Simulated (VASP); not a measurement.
A run of VASP 6.6.1 is set up as follows.

INCAR

```
ALGO     = Normal         # electronic algorithm
EDIFF    = 1E-6           # SCF threshold, eV
ENCUT    = 600            # plane-wave cutoff, eV
GGA      = PE             # functional
GGA_COMPAT= F            
ISIF     = 2              # what is computed and relaxed
ISMEAR   = -1             # smearing method
LASPH    = T              # aspherical terms in the spheres
LCHARG   = T              # write CHGCAR
LELF     = T              # ELF
LREAL    = F              # projectors in reciprocal space
LVHAR    = T            
LWAVE    = F              # write WAVECAR
NBANDS   = 18             # bands
NELM     = 120            # most SCF steps
PREC     = Accurate       # precision mode
SIGMA    = 0.1            # smearing width, eV
```

Contents of KPOINTS:

```
k-points
0
Gamma
  14 14 14
```

File POSCAR:

```
Lu
1.0
    0.0000000000      2.1078755566      2.1078755566
    2.1078755566      0.0000000000      2.1078755566
    2.1078755566      2.1078755566      0.0000000000
Lu
1
Direct
    0.0000000000      0.0000000000      0.0000000000
```

Potentials or basis: VASP PAW PBE potentials, release 64 (Lu).

The run is started by

```console
$ cat potpaw_PBE.64/Lu/POTCAR > POTCAR
$ mpirun -np 1 vasp_std > vasp.out
```

**Question.** Estimate the pressure.

**Answer.** 40.8 GPa.

**Question.** Predict the band gap on the k mesh.

**Answer.** Zero (an odd number of electrons rules out a gap without spin polarisation).

Caveat: the cell stands under pressure; spin-orbit coupling is left out, which moves the levels of the heavy elements.
